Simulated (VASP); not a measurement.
# Ta (I4/mmm) in VASP: notebook

Ta is run at these levels: PBE; tasks: single point.

All numbers are computed with VASP 6.6.1; they aren't measurements. Logs are shortened: lines on timing, memory, paths and dates and some standing lists are left out, and cuts for length are marked.

## Step 1: The cell of the first run

The structure is tetragonal, space group I4/mmm (No. 139). Conventional cell: a = 2.867 Å, b = 2.867 Å, c = 4.625 Å, α = 90.00°, β = 90.00°, γ = 90.00°. Within 3.8 Å of Ta (site symmetry 4/mmm) lie 12 Ta at 2.87 to 3.08 Å.

## Step 2: Single point, PBE (19.01 Å³/atom)

The input, INCAR:

```
SYSTEM = Ta
  PREC = Accurate
  ENCUT = 520
  EDIFF = 1E-6
  ISMEAR = 0
  SIGMA = 0.15
  LREAL = .False.
  LASPH = .True.
  NELM = 60
  ALGO = Fast
  ISIF = 2
  LWAVE = .False.
  LCHARG = .True.
  GGA = PE
  LELF = .True.
  LVHAR = .True.
  NBANDS = 12
```

The input, KPOINTS:

```
regular mesh
0
Gamma
  20 20 20
  0 0 0
```

The input, POSCAR:

```
Ta
1.0
   -1.4335404292      1.4335404292      2.3127307744
    1.4335404292     -1.4335404292      2.3127307744
    1.4335404292      1.4335404292     -2.3127307744
Ta
1
Direct
    0.0000000000      0.0000000000      0.0000000000
```

Potentials or basis: VASP PAW PBE potentials, release 64 (Ta_pv).

On the command line:

```sh
> cat potpaw_PBE.64/Ta_pv/POTCAR > POTCAR
> mpirun -np 1 vasp_std > vasp.out
```

OUTCAR:

```text
SYSTEM = Ta
   PREC = Accurate
   ENCUT = 520
   EDIFF = 1E-6
   ISMEAR = 0
   LREAL = .False.
   LASPH = .True.
   NELM = 60
   ISIF = 2
   GGA = PE

 ion  position               nearest neighbor table
   1  0.000  0.000  0.000-

  LATTYP: Found a body centered tetragonal cell.
 ALAT       =     2.8670808584
 C/A-ratio  =     1.6133000000

  Lattice vectors:

 A1 = (  -1.4335404292,   1.4335404292,   2.3127307744)
 A2 = (   1.4335404292,  -1.4335404292,   2.3127307744)
 A3 = (   1.4335404292,   1.4335404292,  -2.3127307744)

Analysis of symmetry for initial positions (statically):
=====================================================================
 Subroutine PRICEL returns:
 Original cell was already a primitive cell.

 Routine SETGRP: Setting up the symmetry group for a
 body centered tetragonal supercell.

 Subroutine GETGRP returns: Found 16 space group operations
 (whereof 16 operations were pure point group operations)
 out of a pool of 16 trial point group operations.

The static configuration has the point symmetry D_4h.

Analysis of symmetry for dynamics (positions and initial velocities):
=====================================================================
 Subroutine PRICEL returns:
 Original cell was already a primitive cell.

 Routine SETGRP: Setting up the symmetry group for a
 body centered tetragonal supercell.

 Subroutine GETGRP returns: Found 16 space group operations
 (whereof 16 operations were pure point group operations)
 out of a pool of 16 trial point group operations.

The dynamic configuration has the point symmetry D_4h.

 Subroutine INISYM returns: Found 16 space group operations
 (whereof 16 operations are pure point group operations),
 and found     1 'primitive' translations

----------------------------------------------------------------------------------------

                                     Primitive cell

  volume of cell :      19.0110

  direct lattice vectors                    reciprocal lattice vectors
    -1.433540429  1.433540429  2.312730774     0.000000000  0.348786815  0.216194641
     1.433540429 -1.433540429  2.312730774     0.348786815  0.000000000  0.216194641
     1.433540429  1.433540429 -2.312730774     0.348786815  0.348786815  0.000000000

  length of vectors
     3.075516210  3.075516210  3.075516210     0.410356388  0.410356388  0.493259044

  position of ions in fractional coordinates (direct lattice)
     0.000000000  0.000000000  0.000000000

  ion indices of the primitive-cell ions
   primitive index   ion index
[... 82 lines left out ...]
   TEBEG  =    0.0;   TEEND  =   0.0 temperature during run
   PSTRESS=    0.0 pullay stress
   NELECT =      11.0000    total number of electrons
   NUPDOWN=      -1.0000    fix difference up-down
   EMIN   =  10.00;   EMAX   =-10.00  energy-range for DOS
   EFERMI =   0.00;   METHOD = LEGACY
   ISMEAR =     0;   SIGMA  =   0.15  broadening in eV -4-tet -1-fermi 0-gaus
   EFERMI_NEDOS =   21; number of points for ismear=-14 and -15
   IALGO  =     68    algorithm
   IMIX   =      4    mixing-type and parameters
     AMIX     =   0.40;   BMIX     =  1.00
     AMIX_MAG =   1.60;   BMIX_MAG =  1.00
  volume/ion in A,a.u.               =      19.01       128.29
  Fermi-wavevector in a.u.,A,eV,Ry     =   1.364177  2.577921 25.320157  1.860979
  Thomas-Fermi vector in A             =   2.490516
   LORBIT       =      0    0 simple, 1 ext, 2 COOP (PROOUT), +10 PAW based schemes
   GGA     = PE    functional components
   LHFCALC =     F    Hartree Fock is set to
   AEXX    =    0.0000 exact exchange contribution
   IVDW    =     0    specifies the selected vdW correction
   LEPSILON=     F    determine dielectric tensor
   LRPA    =     F    only Hartree local field effects (RPA)
 non-spin polarized calculation
 RMM-DIIS sequential band-by-band and
 Gauss-broadening in eV      SIGMA  =   0.15
  energy-cutoff  :      520.00
  volume of cell :       19.01
 maximum number of plane-waves:       525
   NGX = 11   NGY = 11   NGZ = 11

 number of electron      11.0000002 magnetization

 Free energy of the ion-electron system (eV)
  ---------------------------------------------------
  ext. energy  EPLUGINS =         0.00000000
  ---------------------------------------------------
  free energy    TOTEN  =       -11.63440201 eV

  energy without entropy =      -11.61933075  energy(sigma->0) =      -11.62686638

 E-fermi :   5.3362     XC(G=0): -12.3405

 val. band max:        5.3354862489   @ k =   0.3500   0.2500   0.0500
 cond. band min:       5.3385178421   @ k =  -0.2000  -0.2000   0.0500
 fundamental gap:      0.0030315932
 Fermi energy:         5.3362447155

 k-point     1 :       0.0000    0.0000    0.0000
  band No.  band energies     occupation
      1     -28.2766      2.00000
      2     -28.1936      2.00000
      3     -28.1936      2.00000
      4      -2.6455      2.00000
      5       4.8155      2.00000
      6       6.5901      0.00000
      7       6.5901      0.00000
      8       7.3936      0.00000
      9      10.0086      0.00000
     10      18.0949      0.00000
     11      19.5620      0.00000
     12      20.4006      0.00000
[... 331 lines left out ...]
 k-point    24 :      -0.3500    0.0500    0.0000
  band No.  band energies     occupation
      1     -29.0026      2.00000
      2     -28.4149      2.00000
      3     -28.2388      2.00000
      4       0.4663      2.00000
      5       4.7322      2.00000
      6       5.3257      1.07889
      7       6.8569      0.00000
      8       9.5002      0.00000
      9      10.0461      0.00000
     10      16.9935      0.00000
     11      19.5479      0.00000
     12      19.8766      0.00000

 [... further k-points ...]

------------------------ aborting loop because EDIFF is reached ----------------------------------------

  FORCE on cell =-STRESS in cart. coord.  units (eV):
  Direction    XX          YY          ZZ          XY          YZ          ZX
  --------------------------------------------------------------------------------------
  -------------------------------------------------------------------------------------
  Total       -0.6551447     -0.6551447      0.0962096      0.0000000      0.0000000      0.0000000
  in kB      -55.2131923    -55.2131923      8.1081926      0.0000000      0.0000000      0.0000000
  external PRESSURE =     -34.1060640 kB  Pullay stress =       0.0000000 kB

 VOLUME and BASIS-vectors are now :
 -----------------------------------------------------------------------------
  energy-cutoff  :      520.00
  volume of cell :       19.01
      direct lattice vectors                 reciprocal lattice vectors
    -1.433540429  1.433540429  2.312730774     0.000000000  0.348786815  0.216194641
     1.433540429 -1.433540429  2.312730774     0.348786815  0.000000000  0.216194641
     1.433540429  1.433540429 -2.312730774     0.348786815  0.348786815  0.000000000

 POSITION                                       TOTAL-FORCE (eV/Angst)
 -----------------------------------------------------------------------------------
      0.00000      0.00000      0.00000         0.000000      0.000000      0.000000
 -----------------------------------------------------------------------------------
    total drift:                                0.000000      0.000000      0.000000

  FREE ENERGIE OF THE ION-ELECTRON SYSTEM (eV)
  ---------------------------------------------------
  free  energy   TOTEN  =       -11.6344020147 eV

  energy  without entropy=      -11.6193307523  energy(sigma->0) =      -11.62686638
```

OSZICAR:

```text
N       E                     dE             d eps       ncg     rms          rms(c)
DAV:   1     0.612692249775E+02    0.61269E+02   -0.60960E+03 15424   0.865E+02
DAV:   2    -0.110918140939E+02   -0.72361E+02   -0.70554E+02 17316   0.243E+02
DAV:   3    -0.121256708239E+02   -0.10339E+01   -0.10215E+01 18608   0.274E+01
DAV:   4    -0.121287689759E+02   -0.30982E-02   -0.30977E-02 17148   0.165E+00
DAV:   5    -0.121287804592E+02   -0.11483E-04   -0.11483E-04 18676   0.967E-02    0.122E+01
RMM:   6    -0.117470500810E+02    0.38173E+00   -0.27159E-01 16594   0.435E+00    0.582E+00
RMM:   7    -0.116347142709E+02    0.11234E+00   -0.28310E-01 17320   0.433E+00    0.387E-01
RMM:   8    -0.116343188625E+02    0.39541E-03   -0.12497E-02 18772   0.102E+00    0.291E-01
RMM:   9    -0.116344201696E+02   -0.10131E-03   -0.19402E-03 19400   0.392E-01    0.720E-02
RMM:  10    -0.116343980165E+02    0.22153E-04   -0.28213E-04 20058   0.141E-01    0.209E-02
RMM:  11    -0.116344004944E+02   -0.24778E-05   -0.60251E-05 20130   0.569E-02    0.111E-02
RMM:  12    -0.116344017363E+02   -0.12419E-05   -0.86516E-06 18524   0.204E-02    0.778E-03
RMM:  13    -0.116344020147E+02   -0.27844E-06   -0.27863E-06 14649   0.110E-02
   1 F= -.11634402E+02 E0= -.11626866E+02  d E =-.150713E-01
```

Wall time 2.8 min (1 thread of Intel Xeon 8259CL, shared host); peak memory 0.26 GiB.

What came out:

| Property | Result |
| --- | --- |
| Free energy | -11.6344 eV |
| Pressure | -3.4 GPa |
| Band gap on the k mesh | zero (an odd number of electrons rules out a gap without spin polarisation) |

Stress tensor (GPa, compression positive):
```
-5.52  0.00  0.00
 0.00 -5.52  0.00
 0.00  0.00  0.81
```

Levels at points of the mesh, in eV from the Fermi level:
| k point | band 1 | band 2 | band 3 | band 4 | band 5 | band 6 | band 7 | band 8 | band 9 | band 10 |
| --- | --- | --- | --- | --- | --- | --- | --- | --- | --- | --- |
| (0.00, 0.00, 0.00) | -33.61 | -33.53 | -33.53 | -7.98 | -0.52 | 1.25 | 1.25 | 2.06 | 4.67 | 12.76 |
| (0.50, 0.00, 0.00) | -34.57 | -33.79 | -33.57 | -4.45 | -0.50 | 0.77 | 1.25 | 5.36 | 6.07 | 10.17 |
| (0.50, 0.50, 0.00) | -34.51 | -34.13 | -33.86 | -4.17 | -3.15 | 3.73 | 5.29 | 5.34 | 7.46 | 9.77 |
| (0.50, 0.50, 0.50) | -34.44 | -33.75 | -33.75 | -4.40 | -3.03 | 1.46 | 6.02 | 6.34 | 6.34 | 10.41 |

Caveat: the cell stands under tension; spin-orbit coupling is left out, which moves the levels of the heavy elements.

## Step 3: Single point, PBE (19.01 Å³/atom)

The input, INCAR:

```
ALGO = Fast ; EDIFF = 1E-6
ENCUT = 520 ; GGA = PE
ISIF = 2 ; ISMEAR = 0
LASPH = True ; LCHARG = False
LREAL = False ; LWAVE = False
NBANDS = 12 ; NELM = 100
PREC = Accurate ; SIGMA = 0.15
```

The input, KPOINTS:

```
k-points
0
Gamma
  20 20 20
```

The input, POSCAR:

```
Ta
1.0
   -1.7496781283      1.7496781283      1.5524894033
    1.7496781283     -1.7496781283      1.5524894033
    1.7496781283      1.7496781283     -1.5524894033
Ta
1
Direct
    0.0000000000      0.0000000000      0.0000000000
```

Potentials or basis: VASP PAW PBE potentials, release 64 (Ta_pv).

On the command line:

```sh
> cat potpaw_PBE.64/Ta_pv/POTCAR > POTCAR
> mpirun -np 1 vasp_std > vasp.out
```

Run time: 2.2 min. Hardware: 1 thread of Intel Xeon 8259CL, shared host; peak memory 0.26 GiB.

The run converged. Its results:

| Item | Value |
| --- | --- |
| Free energy | -11.7644 eV |
| Pressure | -5.8 GPa |
| Band gap on the k mesh | zero (an odd number of electrons rules out a gap without spin polarisation) |

Stress tensor (GPa, compression positive):
```
-7.91  0.00  0.00
 0.00 -7.91  0.00
 0.00  0.00 -1.54
```

Levels at points of the mesh, in eV from the Fermi level:
```csv
k point,band 1,band 2,band 3,band 4,band 5,band 6,band 7,band 8,band 9,band 10
"(0.00, 0.00, 0.00)",-33.34,-33.34,-33.31,-7.76,-0.20,1.32,1.32,2.60,4.65,14.10
"(0.50, 0.00, 0.00)",-34.32,-33.67,-33.40,-4.14,-1.86,1.65,3.58,5.65,7.14,11.05
"(0.50, 0.50, 0.00)",-34.32,-33.56,-33.30,-4.29,-0.32,0.79,2.33,3.97,7.02,10.37
"(0.50, 0.50, 0.50)",-34.08,-34.08,-33.84,-3.68,-3.42,6.26,6.26,6.69,7.14,7.14
```

Caveat: the cell stands under tension; spin-orbit coupling is left out, which moves the levels of the heavy elements.

## Step 4: Single point, PBE (19.01 Å³/atom)

The input, INCAR:

```
SYSTEM = Ta
ALGO = Fast
EDIFF = 1E-7
ENCUT = 520
GGA = PE
ISIF = 2
ISMEAR = 0
LASPH = .TRUE.
LCHARG = .FALSE.
LREAL = .FALSE.
LWAVE = .FALSE.
NBANDS = 12
NELM = 80
PREC = Accurate
SIGMA = 0.15
```

The input, KPOINTS:

```
k-points
0
G
  20 20 20
  0 0 0
```

The input, POSCAR:

```
Ta
1.0
   -1.6156242066      1.6156242066      1.8208084808
    1.6156242066     -1.6156242066      1.8208084808
    1.6156242066      1.6156242066     -1.8208084808
Ta
1
Direct
    0.0000000000      0.0000000000      0.0000000000
```

On the command line:

```sh
> cat potpaw_PBE.64/Ta_pv/POTCAR > POTCAR
> mpirun -np 1 vasp_std > vasp.out
```

It took 2.9 min on 1 thread of Intel Xeon 8259CL, shared host; peak memory 0.26 GiB.

Results (log left out):

```
Free energy            : -11.7555 eV
Pressure               : -5.9 GPa
Band gap on the k mesh : zero (an odd number of electrons rules out a gap without spin polarisation)
```

Stress tensor (GPa, compression positive):
```
 -2.76   0.00   0.00
  0.00  -2.76   0.00
  0.00   0.00 -12.31
```

Levels at points of the mesh, in eV from the Fermi level:
```
           k point  band 2  band 3  band 4  band 5  band 6  band 7  band 8  band 9
(0.00, 0.00, 0.00)  -33.35  -33.35   -7.77    0.36    0.36    1.66    2.74    4.44
(0.50, 0.00, 0.00)  -33.62  -33.36   -4.24   -0.90    1.08    2.49    4.86    6.94
(0.50, 0.50, 0.00)  -33.73  -33.43   -4.15   -2.28    1.87    4.79    5.23    7.35
(0.50, 0.50, 0.50)  -33.94  -33.94   -3.73   -3.37    6.08    6.19    6.51    6.51
```

Caveat: the cell stands under tension; spin-orbit coupling is left out, which moves the levels of the heavy elements.

## Step 5: Summary

| cell | further INCAR settings | gap on the mesh (eV) | pressure (GPa) |
| --- | --- | --- | --- |
| a = 3.076 Å, angles 124.4, 124.4, 82.5°, 1 atom | ALGO = Fast; EDIFF = 1e-06; NBANDS = 12 | none | -3.4 |
| a = 2.921 Å, angles 106.4, 106.4, 115.8°, 1 atom | ALGO = Fast; EDIFF = 1e-06; NBANDS = 12 | none | -5.8 |
| a = 2.922 Å, angles 112.9, 112.9, 102.9°, 1 atom | ALGO = Fast; EDIFF = 1e-07; NBANDS = 12 | none | -5.9 |

Alike in all rows: task single point; level PBE; potentials or basis VASP PAW PBE potentials, release 64 (Ta_pv); no spin polarisation; k mesh 20 × 20 × 20; cutoff (eV) 520; smearing gaussian 0.15 eV.

Caveats: the cell stands under tension; spin-orbit coupling is left out, which moves the levels of the heavy elements.

Total energies depend on the potentials used, so only differences within one code and one set of settings carry meaning.
